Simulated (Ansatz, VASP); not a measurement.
# Ge3N4 in VASP and in Ansatz

Contents of INCAR:

```
SYSTEM = Ge3N4
PREC = Accurate ; ENCUT = 520
EDIFF = 1E-7 ; ISMEAR = -1
SIGMA = 0.02 ; LREAL = .False.
LASPH = .True. ; NELM = 120
ALGO = Normal ; ISIF = 2
LWAVE = .False. ; LCHARG = .False.
GGA = PE ; IBRION = 2
NSW = 80 ; EDIFFG = -0.02
GGA_COMPAT = .False. ; NELMIN = 4
KPAR = 4
```

Contents of KPOINTS:

```
Automatic mesh
0
Gamma
  6 6 6
  0 0 0
```

The input POSCAR:

```
Ge3N4
1.0
    0.0000000000      4.0697394680      4.0697394680
    4.0697394680      0.0000000000      4.0697394680
    4.0697394680      4.0697394680      0.0000000000
Ge N
6 8
Direct
    0.1250000000      0.1250000000      0.1250000000
    0.6250000000      0.1250000000      0.1250000000
    0.1250000000      0.1250000000      0.6250000000
    0.1250000000      0.6250000000      0.1250000000
    0.5000000000      0.5000000000      0.5000000000
    0.7500000000      0.7500000000      0.7500000000
    0.8832000000      0.8832000000      0.8832000000
    0.8996000000      0.3668000000      0.3668000000
    0.8832000000      0.8832000000      0.3504000000
    0.3668000000      0.8996000000      0.3668000000
    0.3504000000      0.8832000000      0.8832000000
    0.3668000000      0.3668000000      0.3668000000
    0.8832000000      0.3504000000      0.8832000000
    0.3668000000      0.3668000000      0.8996000000
```

Input for Ansatz:

```yaml
crystal:
  lattice:
    - [0.0, 4.069739468, 4.069739468]
    - [4.069739468, 0.0, 4.069739468]
    - [4.069739468, 4.069739468, 0.0]
  atoms:
    - { symbol: Ge, position: [0.125, 0.125, 0.125] }
    - { symbol: Ge, position: [0.625, 0.125, 0.125] }
    - { symbol: Ge, position: [0.125, 0.125, 0.625] }
    - { symbol: Ge, position: [0.125, 0.625, 0.125] }
    - { symbol: Ge, position: [0.5, 0.5, 0.5] }
    - { symbol: Ge, position: [0.75, 0.75, 0.75] }
    - { symbol: "N", position: [0.8832, 0.8832, 0.8832] }
    - { symbol: "N", position: [0.8996, 0.3668, 0.3668] }
    - { symbol: "N", position: [0.8832, 0.8832, 0.3504] }
    - { symbol: "N", position: [0.3668, 0.8996, 0.3668] }
    - { symbol: "N", position: [0.3504, 0.8832, 0.8832] }
    - { symbol: "N", position: [0.3668, 0.3668, 0.3668] }
    - { symbol: "N", position: [0.8832, 0.3504, 0.8832] }
    - { symbol: "N", position: [0.3668, 0.3668, 0.8996] }
kpoints:
  mp_grid: { grid: [6, 6, 6] }
scf:
  occupations: { method: fermi_dirac, width: 0.02 }
hamiltonian:
  xc: pbe
  pseudopotentials: { kind: paw }
output:
  forces: true
  stress: true
  populations: true
  efg:
    quadrupole_moments_barn: { Ge: -0.196, "N": 0.02044 }
    contact_densities: true
relax:
  f_tol: 0.02
  max_steps: 60
```

Change from the starting cell: volume scaled by 0.94, ions relaxed.

Alike in both runs: task relaxation of the atoms; functional PBE; k mesh 6 × 6 × 6; occupations fermi-dirac, width 0.02 eV; no spin polarisation.

|  | VASP | Ansatz |
| --- | --- | --- |
| version | VASP 6.6.1 | Ansatz 0.2.0 |
| potentials or method | VASP PAW PBE potentials, release 64 (Ge_d, N) | plane-wave PAW, scalar-relativistic |
| plane-wave cutoff (eV) | 520 | 420 |
| valence electrons in the cell | 124 | 124 |

|  | VASP | Ansatz | Ansatz less VASP |
| --- | --- | --- | --- |
| gap on the k mesh at the Fermi level, each at its own relaxed structure (eV) | 2.35 | 2.35 | +0.006 |

Ansatz's warnings: stress scf threshold loose.
